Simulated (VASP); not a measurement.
# TiO2 (Fd-3m) in VASP: further runs

TiO2 is run at these levels: PBE; tasks: single point, relaxation of cell and atoms.

Program: VASP 6.6.1. These are calculated values, not measurements. Logs are shortened: lines on timing, memory, paths and dates and some standing lists are left out, and cuts for length are marked.

**1. The cell of the first run**

The structure is cubic, space group Fd-3m (No. 227). Conventional cell: a = 8.394 Å, b = 8.394 Å, c = 8.394 Å, α = 90.00°, β = 90.00°, γ = 90.00°. Within 2.4 Å of Ti (site symmetry -43m) lie 4 O at 1.82 Å. O (site symmetry -3m) has 2 Ti at 1.82 Å within 2.4 Å.

**2. Single point, PBE**

File INCAR:

```
SYSTEM = TiO2
PREC = Accurate ; ENCUT = 520
EDIFF = 1E-6 ; ISMEAR = 0
SIGMA = 0.02 ; LREAL = .False.
LASPH = .True. ; NELM = 100
ALGO = Normal ; ISIF = 2
LWAVE = .False. ; LCHARG = .True.
GGA = PE ; LELF = .True.
LVHAR = .True. ; NBANDS = 33
```

File KPOINTS:

```
Automatic mesh
0
Gamma
  6 6 6
  0 0 0
```

File POSCAR:

```
TiO2
1.0
    0.0000000000      4.1972219452      4.1972219452
    4.1972219452      0.0000000000      4.1972219452
    4.1972219452      4.1972219452      0.0000000000
Ti O
2 4
Direct
    0.7500000000      0.7500000000      0.7500000000
    0.5000000000      0.5000000000      0.5000000000
    0.6250000000      0.6250000000      0.6250000000
    0.6250000000      0.6250000000      0.1250000000
    0.6250000000      0.1250000000      0.6250000000
    0.1250000000      0.6250000000      0.6250000000
```

Potentials or basis: VASP PAW PBE potentials, release 64 (Ti_sv, O).

Started as:

```
$ cat potpaw_PBE.64/Ti_sv/POTCAR potpaw_PBE.64/O/POTCAR > POTCAR
$ mpirun -np 1 vasp_std > vasp.out
```

OUTCAR:

```text
SYSTEM = TiO2
   PREC = Accurate
   ENCUT = 520
   EDIFF = 1E-6
   ISMEAR = 0
   LREAL = .False.
   LASPH = .True.
   NELM = 100
   ISIF = 2
   GGA = PE

 ion  position               nearest neighbor table
   1  0.750  0.750  0.750-   3 1.82   4 1.82   5 1.82   6 1.82
   2  0.500  0.500  0.500-   3 1.82   4 1.82   5 1.82   6 1.82
   3  0.625  0.625  0.625-   1 1.82   2 1.82
   4  0.625  0.625  0.125-   1 1.82   2 1.82
   5  0.625  0.125  0.625-   1 1.82   2 1.82
   6  0.125  0.625  0.625-   1 1.82   2 1.82

  LATTYP: Found a face centered cubic cell.
 ALAT       =     8.3944438904

  Lattice vectors:

 A1 = (   0.0000000000,   4.1972219452,   4.1972219452)
 A2 = (   4.1972219452,   0.0000000000,   4.1972219452)
 A3 = (   4.1972219452,   4.1972219452,   0.0000000000)

Analysis of symmetry for initial positions (statically):
=====================================================================
 Subroutine PRICEL returns:
 Original cell was already a primitive cell.

 Routine SETGRP: Setting up the symmetry group for a
 face centered cubic supercell.

 Subroutine GETGRP returns: Found 48 space group operations
 (whereof 24 operations were pure point group operations)
 out of a pool of 48 trial point group operations.

The static configuration has the point symmetry T_d .
 The point group associated with its full space group is O_h .

Analysis of symmetry for dynamics (positions and initial velocities):
=====================================================================
 Subroutine PRICEL returns:
 Original cell was already a primitive cell.

 Routine SETGRP: Setting up the symmetry group for a
 face centered cubic supercell.

 Subroutine GETGRP returns: Found 48 space group operations
 (whereof 24 operations were pure point group operations)
 out of a pool of 48 trial point group operations.

The dynamic configuration has the point symmetry T_d .
 The point group associated with its full space group is O_h .

 Subroutine INISYM returns: Found 48 space group operations
 (whereof 24 operations are pure point group operations),
 and found     1 'primitive' translations

----------------------------------------------------------------------------------------

                                     Primitive cell

  volume of cell :     147.8822

  direct lattice vectors                    reciprocal lattice vectors
     0.000000000  4.197221945  4.197221945    -0.119126414  0.119126414  0.119126414
     4.197221945  0.000000000  4.197221945     0.119126414 -0.119126414  0.119126414
     4.197221945  4.197221945  0.000000000     0.119126414  0.119126414 -0.119126414

  length of vectors
     5.935768199  5.935768199  5.935768199     0.206333002  0.206333002  0.206333002

  position of ions in fractional coordinates (direct lattice)
     0.750000000  0.750000000  0.750000000
     0.500000000  0.500000000  0.500000000
     0.625000000  0.625000000  0.625000000
     0.625000000  0.625000000  0.125000000
     0.625000000  0.125000000  0.625000000
     0.125000000  0.625000000  0.625000000

  ion indices of the primitive-cell ions
   primitive index   ion index
                 1           1
                 2           2
                 3           3
                 4           4
                 5           5
                 6           6

----------------------------------------------------------------------------------------

 KPOINTS: Automatic mesh

Automatic generation of k-mesh.
 Grid dimensions read from file:
 generate k-points for:    6    6    6

 Generating k-lattice:

  Cartesian coordinates                     Fractional coordinates (reciprocal lattice)
    -0.019854402  0.019854402  0.019854402     0.166666667  0.000000000  0.000000000
     0.019854402 -0.019854402  0.019854402     0.000000000  0.166666667  0.000000000
     0.019854402  0.019854402 -0.019854402     0.000000000  0.000000000  0.166666667

  Length of vectors
     0.034388834  0.034388834  0.034388834

  Shift w.r.t. Gamma in fractional coordinates (k-lattice)
     0.000000000  0.000000000  0.000000000

 Subroutine IBZKPT returns following result:
 ===========================================

 Found     16 irreducible k-points:

 Following reciprocal coordinates:
            Coordinates               Weight
  0.000000  0.000000  0.000000      1.000000
  0.166667  0.000000  0.000000      8.000000
  0.333333  0.000000  0.000000      8.000000
  0.500000  0.000000  0.000000      4.000000
  0.166667  0.166667  0.000000      6.000000
  0.333333  0.166667  0.000000     24.000000
[... 8 lines left out ...]
 -0.333333  0.333333  0.166667     24.000000
 -0.333333  0.500000  0.166667     12.000000
   k-points           NKPTS =     16   k-points in BZ     NKDIM =     16   number of bands    NBANDS=     33
   number of dos      NEDOS =    301   number of ions     NIONS =      6
   total plane-waves  NPLWV = 110592
   dimension x,y,z NGX =    48 NGY =   48 NGZ =   48
   dimension x,y,z NGXF=    96 NGYF=   96 NGZF=   96
   ions per type =               2   4
   NGX,Y,Z   is equivalent  to a cutoff of  13.44, 13.44, 13.44 a.u.
   NGXF,Y,Z  is equivalent  to a cutoff of  26.89, 26.89, 26.89 a.u.
 SYSTEM =  TiO2
   PREC   = accura    normal or accurate (medium, high low for compatibility)
   ISTART =      0    job   : 0-new  1-cont  2-samecut
   ICHARG =      2    charge: 1-file 2-atom 10-const
   ISPIN  =      1    spin polarized calculation?
   LNONCOLLINEAR =      F non collinear calculations
   LSORBIT =      F    spin-orbit coupling
   LASPH  =      T    aspherical Exc in radial PAW
   ENCUT  =  520.0 eV  38.22 Ry    6.18 a.u.  11.04 11.04 11.04*2*pi/ulx,y,z
   NELM   =    100;   NELMIN=  2; NELMDL= -5     # of ELM steps
   EDIFF  = 0.1E-05   stopping-criterion for ELM
   LREAL  =      F    real-space projection
[... 7 lines left out ...]
   TEBEG  =    0.0;   TEEND  =   0.0 temperature during run
   PSTRESS=    0.0 pullay stress
   NELECT =      48.0000    total number of electrons
   NUPDOWN=      -1.0000    fix difference up-down
   EMIN   =  10.00;   EMAX   =-10.00  energy-range for DOS
   EFERMI =   0.00;   METHOD = LEGACY
   ISMEAR =     0;   SIGMA  =   0.02  broadening in eV -4-tet -1-fermi 0-gaus
   EFERMI_NEDOS =   21; number of points for ismear=-14 and -15
   IALGO  =     38    algorithm
   IMIX   =      4    mixing-type and parameters
     AMIX     =   0.40;   BMIX     =  1.00
     AMIX_MAG =   1.60;   BMIX_MAG =  1.00
  volume/ion in A,a.u.               =      24.65       166.33
  Fermi-wavevector in a.u.,A,eV,Ry     =   1.125080  2.126092 17.222315  1.265804
  Thomas-Fermi vector in A             =   2.261755
   LORBIT       =      0    0 simple, 1 ext, 2 COOP (PROOUT), +10 PAW based schemes
   GGA     = PE    functional components
   LHFCALC =     F    Hartree Fock is set to
   AEXX    =    0.0000 exact exchange contribution
   IVDW    =     0    specifies the selected vdW correction
   LEPSILON=     F    determine dielectric tensor
   LRPA    =     F    only Hartree local field effects (RPA)
 non-spin polarized calculation
 Gauss-broadening in eV      SIGMA  =   0.02
  energy-cutoff  :      520.00
  volume of cell :      147.88
 maximum number of plane-waves:      3996
 NGX is ok and might be reduce to    48
   NGX = 23   NGY = 23   NGZ = 23

 number of electron      48.0000010 magnetization

 Free energy of the ion-electron system (eV)
  ---------------------------------------------------
  ext. energy  EPLUGINS =         0.00000000
  ---------------------------------------------------
  free energy    TOTEN  =       -53.71209080 eV

  energy without entropy =      -53.71209080  energy(sigma->0) =      -53.71209080

 E-fermi :  -2.3925     XC(G=0):  -6.5119

 val. band max:       -2.5081185261   @ k =   0.5000   0.0000   0.0000
 cond. band min:       0.7364474384   @ k =   0.0000   0.0000   0.0000
 fundamental gap:      3.2445659644
 Fermi energy:        -2.3924741630

 k-point     1 :       0.0000    0.0000    0.0000
  band No.  band energies     occupation
      1     -57.9796      2.00000
      2     -57.9709      2.00000
      3     -34.3734      2.00000
      4     -34.3734      2.00000
      5     -34.3734      2.00000
      6     -34.2714      2.00000
[... 25 lines left out ...]
     32       3.5898      0.00000
     33       5.2235      0.00000

 k-point     2 :       0.1667    0.0000    0.0000
  band No.  band energies     occupation
      1     -57.9791      2.00000
      2     -57.9713      2.00000
      3     -34.3742      2.00000
      4     -34.3742      2.00000
      5     -34.3695      2.00000
      6     -34.2756      2.00000
[... 25 lines left out ...]
     32       3.5137      0.00000
     33       4.9414      0.00000

 k-point     3 :       0.3333    0.0000    0.0000
  band No.  band energies     occupation
      1     -57.9781      2.00000
      2     -57.9723      2.00000
      3     -34.3758      2.00000
      4     -34.3758      2.00000
      5     -34.3603      2.00000
      6     -34.2851      2.00000
[... 25 lines left out ...]
     32       3.7633      0.00000
     33       4.2496      0.00000

 k-point     4 :       0.5000    0.0000    0.0000
  band No.  band energies     occupation
      1     -57.9774      2.00000
      2     -57.9731      2.00000
      3     -34.3766      2.00000
      4     -34.3766      2.00000
      5     -34.3547      2.00000
      6     -34.2908      2.00000
[... 385 lines left out ...]
     32       4.0645      0.00000
     33       4.3630      0.00000

 k-point    15 :      -0.3333    0.3333    0.1667
  band No.  band energies     occupation
      1     -57.9763      2.00000
      2     -57.9741      2.00000
      3     -34.3799      2.00000
      4     -34.3786      2.00000
      5     -34.3375      2.00000
      6     -34.3082      2.00000
[... 25 lines left out ...]
     32       3.5403      0.00000
     33       4.4150      0.00000

 k-point    16 :      -0.3333    0.5000    0.1667
  band No.  band energies     occupation
      1     -57.9752      2.00000
      2     -57.9752      2.00000
      3     -34.3798      2.00000
      4     -34.3798      2.00000
      5     -34.3229      2.00000
      6     -34.3229      2.00000
[... 25 lines left out ...]
     32       3.6780      0.00000
     33       4.2569      0.00000

------------------------ aborting loop because EDIFF is reached ----------------------------------------

  FORCE on cell =-STRESS in cart. coord.  units (eV):
  Direction    XX          YY          ZZ          XY          YZ          ZX
  --------------------------------------------------------------------------------------
  -------------------------------------------------------------------------------------
  Total        0.2952043      0.2952043      0.2952043     -0.0000000      0.0000000      0.0000000
  in kB        3.1982870      3.1982870      3.1982870     -0.0000000      0.0000000      0.0000000
  external PRESSURE =       3.1982870 kB  Pullay stress =       0.0000000 kB

 VOLUME and BASIS-vectors are now :
 -----------------------------------------------------------------------------
  energy-cutoff  :      520.00
  volume of cell :      147.88
      direct lattice vectors                 reciprocal lattice vectors
     0.000000000  4.197221945  4.197221945    -0.119126414  0.119126414  0.119126414
     4.197221945  0.000000000  4.197221945     0.119126414 -0.119126414  0.119126414
     4.197221945  4.197221945  0.000000000     0.119126414  0.119126414 -0.119126414

 POSITION                                       TOTAL-FORCE (eV/Angst)
 -----------------------------------------------------------------------------------
      6.29583      6.29583      6.29583        -0.000000     -0.000000     -0.000000
      4.19722      4.19722      4.19722         0.000000      0.000000      0.000000
      5.24653      5.24653      5.24653         0.000000      0.000000     -0.000000
      3.14792      3.14792      5.24653         0.000000      0.000000     -0.000000
      3.14792      5.24653      3.14792         0.000000      0.000000     -0.000000
      5.24653      3.14792      3.14792         0.000000      0.000000     -0.000000
 -----------------------------------------------------------------------------------
    total drift:                                0.000000     -0.000000     -0.000000

  FREE ENERGIE OF THE ION-ELECTRON SYSTEM (eV)
  ---------------------------------------------------
  free  energy   TOTEN  =       -53.7120908002 eV

  energy  without entropy=      -53.7120908002  energy(sigma->0) =      -53.71209080
```

Wall time 68 s (1 thread of Intel Xeon 6975P-C (Granite Rapids), shared host); peak memory 0.33 GiB.

Results:

```yaml
Free_energy: -53.7121 eV
Pressure: 0.3 GPa
Band_gap_on_the_k_mesh: 3.24 eV, indirect (the least direct gap lies 2.8 meV higher)
```

Levels at points of the mesh, in eV from the valence-band top:
```csv
k point,band 22,band 23,band 24,band 25,band 26,band 27
"(0.00, 0.00, 0.00)",0.00,0.00,0.00,3.24,3.24,4.18
"(0.50, 0.00, 0.00)",-0.65,-0.65,0.00,3.67,3.67,5.20
"(0.50, 0.50, 0.00)",-1.38,-0.37,-0.37,4.13,4.13,4.96
```

A k mesh can miss the band edges. Expect the measured gap to be larger: semilocal functionals such as PBE lack the derivative discontinuity.

**3. Single point, PBE**

File INCAR:

```
SYSTEM = TiO2
PREC = Accurate
ENCUT = 520
EDIFF = 1E-6
ISMEAR = 0
SIGMA = 0.02
LREAL = .False.
LASPH = .True.
NELM = 100
ALGO = Normal
ISIF = 2
LWAVE = .False.
LCHARG = .False.
GGA = PE
NBANDS = 33
```

File KPOINTS:

```
regular mesh
0
Gamma
  6 6 6
  0 0 0
```

POSCAR is that of step 2.

Potentials or basis: VASP PAW PBE potentials, release 64 (Ti_sv, O).

Started as:

```
$ cat potpaw_PBE.64/Ti_sv/POTCAR potpaw_PBE.64/O/POTCAR > POTCAR
$ mpirun -np 1 vasp_std > vasp.out
```

It took 56 s on 1 thread of Intel Xeon 6975P-C (Granite Rapids), shared host; peak memory 0.33 GiB.

Results (log left out):

```yaml
Free_energy: -53.7121 eV
Pressure: 0.3 GPa
Band_gap_on_the_k_mesh: 3.24 eV, indirect (the least direct gap lies 2.8 meV higher)
```

Levels at points of the mesh, in eV from the valence-band top:
| k point | band 21 | band 22 | band 23 | band 24 | band 25 | band 26 | band 27 | band 28 |
| --- | --- | --- | --- | --- | --- | --- | --- | --- |
| (0.00, 0.00, 0.00) | -1.26 | 0.00 | 0.00 | 0.00 | 3.24 | 3.24 | 4.18 | 4.18 |
| (0.50, 0.00, 0.00) | -1.43 | -0.65 | -0.65 | 0.00 | 3.67 | 3.67 | 5.20 | 5.20 |
| (0.50, 0.50, 0.00) | -1.38 | -1.38 | -0.37 | -0.37 | 4.13 | 4.13 | 4.96 | 4.96 |

[end of part 1 of 2]
